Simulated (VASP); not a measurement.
# SnSe in VASP: notebook, part 2 of 2

VASP 6.6.1. Earlier steps stand in the parts before.

### 4 Single point, LDA (strain +0.0200 x Voigt [1, 1, 0, 0, 0, 0])

INCAR

```
PREC     = Accurate       # precision mode
ENCUT    = 520            # plane-wave cutoff, eV
EDIFF    = 1E-6           # SCF threshold, eV
ISMEAR   = 0              # smearing method
SIGMA    = 0.05           # smearing width, eV
LREAL    = False          # projectors in reciprocal space
LASPH    = True           # aspherical terms in the spheres
NELM     = 60             # most SCF steps
ALGO     = Normal         # electronic algorithm
ISIF     = 2              # what is computed and relaxed
LWAVE    = False          # write WAVECAR
LCHARG   = False          # write CHGCAR
GGA      = CA             # functional
NBANDS   = 28             # bands
```

KPOINTS

```
regular mesh
0
Gamma
  6 6 4
```

POSCAR

```
SnSe
1.0
    4.3710339675      0.0000000000      0.0000000000
    0.0000000000      4.3710339675      0.0000000000
    0.0000000000      0.0000000000     10.9906921300
Sn Se
2 2
Direct
    0.5000000000      0.0000000000      0.3722291100
    0.0000000000      0.5000000000      0.6277708900
    0.5000000000      0.0000000000      0.6160394900
    0.0000000000      0.5000000000      0.3839605100
```

Potentials or basis: VASP PAW LDA potentials, release 64 (Sn_d, Se).

Run with:

```
cat potpaw_LDA.64/Sn_d/POTCAR potpaw_LDA.64/Se/POTCAR > POTCAR
mpirun -np 1 vasp_std > vasp.out
```

OUTCAR:

```text
PREC = Accurate
   ENCUT = 520
   EDIFF = 1E-6
   ISMEAR = 0
   LREAL = False
   LASPH = True
   NELM = 60
   ISIF = 2
   GGA = CA

 ion  position               nearest neighbor table
   1  0.500  0.000  0.372-   3 2.68   4 3.09   4 3.09   4 3.09   4 3.09
   2  0.000  0.500  0.628-   4 2.68   3 3.09   3 3.09   3 3.09   3 3.09
   3  0.500  0.000  0.616-   1 2.68   2 3.09   2 3.09   2 3.09   2 3.09
   4  0.000  0.500  0.384-   2 2.68   1 3.09   1 3.09   1 3.09   1 3.09

  LATTYP: Found a simple tetragonal cell.
 ALAT       =     4.3710339675
 C/A-ratio  =     2.5144375934

  Lattice vectors:

 A1 = (   4.3710339675,   0.0000000000,   0.0000000000)
 A2 = (   0.0000000000,   4.3710339675,   0.0000000000)
 A3 = (   0.0000000000,   0.0000000000,  10.9906921300)

Analysis of symmetry for initial positions (statically):
=====================================================================
 Subroutine PRICEL returns:
 Original cell was already a primitive cell.

 Routine SETGRP: Setting up the symmetry group for a
 simple tetragonal supercell.
[... 171 lines left out ...]

  energy without entropy =      -18.31366245  energy(sigma->0) =      -18.31366245

 E-fermi :   0.2917     XC(G=0):  -6.1289

 val. band max:        0.0654990685   @ k =   0.3333   0.0000   0.5000
 cond. band min:       1.5078680261   @ k =   0.3333   0.0000   0.5000
 fundamental gap:      1.4423689575
 Fermi energy:         0.2917160164

 k-point     1 :       0.0000    0.0000    0.0000
  band No.  band energies     occupation
      1     -20.8402      2.00000
      2     -20.8353      2.00000
      3     -20.8345      2.00000
      4     -20.8281      2.00000
      5     -20.8163      2.00000
      6     -20.7922      2.00000
[... 733 lines left out ...]
     27       6.5050      0.00000
     28       6.5050      0.00000

 [... further k-points ...]

------------------------ aborting loop because EDIFF is reached ----------------------------------------

  FORCE on cell =-STRESS in cart. coord.  units (eV):
  Direction    XX          YY          ZZ          XY          YZ          ZX
  --------------------------------------------------------------------------------------
  -------------------------------------------------------------------------------------
  Total       -3.7747290     -3.7747290     -1.1463415      0.0000000     -0.0000000      0.0000000
  in kB      -28.8006941    -28.8006941     -8.7464374      0.0000000     -0.0000000      0.0000000
  external PRESSURE =     -22.1159419 kB  Pullay stress =       0.0000000 kB

 VOLUME and BASIS-vectors are now :
 -----------------------------------------------------------------------------
  energy-cutoff  :      520.00
  volume of cell :      209.99
      direct lattice vectors                 reciprocal lattice vectors
     4.371033967  0.000000000  0.000000000     0.228778822  0.000000000  0.000000000
     0.000000000  4.371033967  0.000000000     0.000000000  0.228778822  0.000000000
     0.000000000  0.000000000 10.990692130     0.000000000  0.000000000  0.090986081

 POSITION                                       TOTAL-FORCE (eV/Angst)
 -----------------------------------------------------------------------------------
      2.18552      0.00000      4.09106        -0.000000      0.000000      0.325776
      0.00000      2.18552      6.89964         0.000000      0.000000     -0.325776
      2.18552      0.00000      6.77070         0.000000      0.000000     -0.079127
      0.00000      2.18552      4.21999         0.000000     -0.000000      0.079127
 -----------------------------------------------------------------------------------
    total drift:                                0.000000      0.000000      0.000000

  FREE ENERGIE OF THE ION-ELECTRON SYSTEM (eV)
  ---------------------------------------------------
  free  energy   TOTEN  =       -18.3136624480 eV

  energy  without entropy=      -18.3136624480  energy(sigma->0) =      -18.31366245
```

OSZICAR:

```text
N       E                     dE             d eps       ncg     rms          rms(c)
DAV:   1     0.337780391032E+03    0.33778E+03   -0.18474E+04  1736   0.143E+03
DAV:   2     0.274676719461E+02   -0.31031E+03   -0.30243E+03  1868   0.354E+02
DAV:   3    -0.167447865647E+02   -0.44212E+02   -0.43527E+02  2084   0.143E+02
DAV:   4    -0.188331013393E+02   -0.20883E+01   -0.20798E+01  1960   0.338E+01
DAV:   5    -0.188936021323E+02   -0.60501E-01   -0.60483E-01  2232   0.598E+00    0.447E+00
DAV:   6    -0.183568419761E+02    0.53676E+00   -0.12734E+00  2264   0.559E+00    0.271E+00
DAV:   7    -0.183275924519E+02    0.29250E-01   -0.27269E-01  1996   0.201E+00    0.120E+00
DAV:   8    -0.183146942976E+02    0.12898E-01   -0.29779E-02  2040   0.106E+00    0.232E-01
DAV:   9    -0.183115143855E+02    0.31799E-02   -0.62177E-03  1996   0.418E-01    0.113E-01
DAV:  10    -0.183109071766E+02    0.60721E-03   -0.24837E-03  1820   0.183E-01    0.451E-02
DAV:  11    -0.183119653091E+02   -0.10581E-02   -0.97589E-04  2020   0.992E-02    0.538E-02
DAV:  12    -0.183134505866E+02   -0.14853E-02   -0.47323E-04  1892   0.683E-02    0.196E-02
DAV:  13    -0.183135785467E+02   -0.12796E-03   -0.32520E-05  1716   0.241E-02    0.992E-03
DAV:  14    -0.183136546334E+02   -0.76087E-04   -0.15973E-05  1592   0.146E-02    0.268E-03
DAV:  15    -0.183136599330E+02   -0.52996E-05   -0.13600E-06  1600   0.874E-03    0.110E-03
DAV:  16    -0.183136623811E+02   -0.24481E-05   -0.72963E-07  1472   0.345E-03    0.972E-04
DAV:  17    -0.183136624480E+02   -0.66907E-07   -0.62330E-08  1316   0.159E-03
   1 F= -.18313662E+02 E0= -.18313662E+02  d E =-.338062E-11
```

Run time: 5 min. Hardware: 1 thread of Intel Xeon 8259CL, shared host; peak memory 0.36 GiB.

What came out:

```
Free energy            : -18.3137 eV
Largest force          : 0.326 eV/Å
Band gap on the k mesh : 1.44 eV
```

Forces in eV/Å, atoms in the order of the input:
```
Sn   0.000  0.000  0.326
Sn   0.000  0.000 -0.326
Se   0.000  0.000 -0.079
Se   0.000  0.000  0.079
```

Levels at points of the mesh, in eV from the valence-band top:
| k point | band 16 | band 17 | band 18 | band 19 | band 20 | band 21 | band 22 | band 23 | band 24 | band 25 |
| --- | --- | --- | --- | --- | --- | --- | --- | --- | --- | --- |
| (0.00, 0.00, 0.00) | -2.72 | -2.72 | -1.38 | -1.38 | -0.15 | 1.85 | 3.99 | 3.99 | 4.19 | 4.19 |
| (0.50, 0.00, 0.00) | -2.01 | -1.28 | -1.28 | -0.21 | -0.21 | 1.54 | 1.54 | 2.14 | 2.14 | 3.30 |
| (0.50, 0.50, 0.00) | -4.35 | -2.78 | -2.78 | -1.46 | -1.46 | 3.80 | 3.80 | 4.73 | 4.73 | 4.91 |
| (0.00, 0.00, 0.50) | -2.72 | -2.72 | -1.38 | -1.38 | -0.15 | 1.70 | 3.99 | 4.19 | 4.19 | 4.77 |
| (0.50, 0.00, 0.50) | -2.00 | -1.28 | -1.28 | -0.21 | -0.21 | 1.54 | 1.54 | 2.14 | 2.14 | 3.23 |
| (0.50, 0.50, 0.50) | -4.35 | -2.78 | -2.78 | -1.46 | -1.46 | 3.76 | 3.76 | 4.71 | 4.71 | 4.97 |

Caveat: the cell differs from its parent crystal (strain +0.0200 x Voigt [1, 1, 0, 0, 0, 0]); spin-orbit coupling is left out, which moves the levels of the heavy elements.

### 5 Single point, LDA (strain -0.0200 x Voigt [1, 1, 0, 0, 0, 0])

Changes to INCAR since step 4:

```diff
@@ -2,3 +2,3 @@
 ENCUT    = 520            # plane-wave cutoff, eV
-EDIFF    = 1E-6           # SCF threshold, eV
+EDIFF    = 1E-7           # SCF threshold, eV
 ISMEAR   = 0              # smearing method
@@ -12,3 +12,2 @@
 LCHARG   = False          # write CHGCAR
-GGA      = CA             # functional
 NBANDS   = 28             # bands
```

KPOINTS

```
Automatic mesh
0
Gamma
  6 6 4
```

Changes to POSCAR since step 4:

```diff
@@ -2,4 +2,4 @@
 1.0
-    4.3710339675      0.0000000000      0.0000000000
-    0.0000000000      4.3710339675      0.0000000000
+    4.1996208707      0.0000000000      0.0000000000
+    0.0000000000      4.1996208707      0.0000000000
     0.0000000000      0.0000000000     10.9906921300
```

Run with:

```
cat potpaw_LDA.64/Sn_d/POTCAR potpaw_LDA.64/Se/POTCAR > POTCAR
mpirun -np 1 vasp_std > vasp.out
```

Run time: 3.7 min. Hardware: 1 thread of Intel Xeon 8259CL, shared host; peak memory 0.32 GiB.

It converged, with:

```
Free energy            : -18.4828 eV
Largest force          : 0.106 eV/Å
Band gap on the k mesh : 1.30 eV (least direct gap 1.46 eV)
```

Forces in eV/Å, atoms in the order of the input:
```
Sn   0.000  0.000  0.106
Sn   0.000  0.000 -0.106
Se   0.000  0.000  0.038
Se   0.000  0.000 -0.038
```

Levels at points of the mesh, in eV from the valence-band top:
```tsv
k point	band 18	band 19	band 20	band 21	band 22	band 23
(0.00, 0.00, 0.00)	-1.85	-1.85	-0.26	1.44	3.65	3.67
(0.50, 0.00, 0.00)	-1.57	-0.18	-0.18	1.54	1.54	2.04
(0.50, 0.50, 0.00)	-3.51	-1.75	-1.75	3.60	3.60	4.54
(0.00, 0.00, 0.50)	-1.85	-1.85	-0.27	1.30	3.65	4.62
(0.50, 0.00, 0.50)	-1.57	-0.18	-0.18	1.54	1.54	2.04
(0.50, 0.50, 0.50)	-3.51	-1.74	-1.74	3.57	3.57	4.59
```

Caveat: the cell differs from its parent crystal (strain -0.0200 x Voigt [1, 1, 0, 0, 0, 0]); spin-orbit coupling is left out, which moves the levels of the heavy elements.

### 6 Summary

| cell | gap on the mesh (eV) | largest force (eV/Å) |
| --- | --- | --- |
| a = 4.350, b = 4.350, c = 10.991 Å, 4 atoms | 1.45 | 0.30 |
| a = 4.360, b = 4.360, c = 10.991 Å, 4 atoms | 1.44 | 0.31 |
| a = 4.371, b = 4.371, c = 10.991 Å, 4 atoms | 1.44 | 0.33 |
| a = 4.200, b = 4.200, c = 10.991 Å, 4 atoms | 1.30 | 0.11 |

Alike in all rows: task single point; level LDA; potentials or basis VASP PAW LDA potentials, release 64 (Sn_d, Se); no spin polarisation; k mesh 6 × 6 × 4; cutoff (eV) 520; smearing gaussian 0.05 eV.

Caveats: spin-orbit coupling is left out, which moves the levels of the heavy elements.

Total energies depend on the potentials used, so only differences within one code and one set of settings carry meaning.
